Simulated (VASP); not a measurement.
Set up this calculation in VASP 6.6.1, as the native input.

* Task: single point
* Functional: PBEsol
* Potentials or basis: VASP PAW PBE potentials, release 64 (Os)
* Cutoff: 520 eV
* k mesh: 11 × 11 × 6
* Occupations: fermi-dirac, width 0.05 eV
* Spin: no spin polarisation
* Dipole correction: no
* Further INCAR settings: ALGO = Normal; EDIFF = 1e-07; NBANDS = 15

The structure of Os lies in POSCAR:

```
Os
1.0
    2.7236880051      0.0000000000      0.0000000000
   -1.3618440026      2.3587830044      0.0000000000
    0.0000000000      0.0000000000      4.3056593761
Os
2
Direct
    0.6666666667      0.3333333333      0.7500000000
    0.3333333333      0.6666666667      0.2500000000
```

The input as run:

INCAR

```
  PREC = Accurate
  ENCUT = 520
  EDIFF = 1E-7
  ISMEAR = -1
  SIGMA = 0.05
  LREAL = False
  LASPH = True
  NELM = 60
  ALGO = Normal
  ISIF = 2
  LWAVE = False
  LCHARG = True
  GGA = PS
  LELF = True
  LVHAR = True
  NBANDS = 15
```

KPOINTS

```
regular mesh
0
Gamma
  11 11 6
```

Potentials or basis: VASP PAW PBE potentials, release 64 (Os).

Run with:

```sh
$ cat potpaw_PBE.64/Os/POTCAR > POTCAR
$ mpirun -np 1 vasp_std > vasp.out
```

Results of the run:

* Pressure: 2.6 GPa
* Band gap on the k mesh: zero (bands 8 and 9 overlap by 3.97 eV)

Caveat: the PAW data sets were made with another functional, which shifts forces and pressure a little; spin-orbit coupling is left out, which moves the levels of the heavy elements.

Wall time 23 s on 1 thread of Intel(R) Xeon(R) Platinum 8488C (Sapphire Rapids) (shared host), peak memory 0.15 GiB.
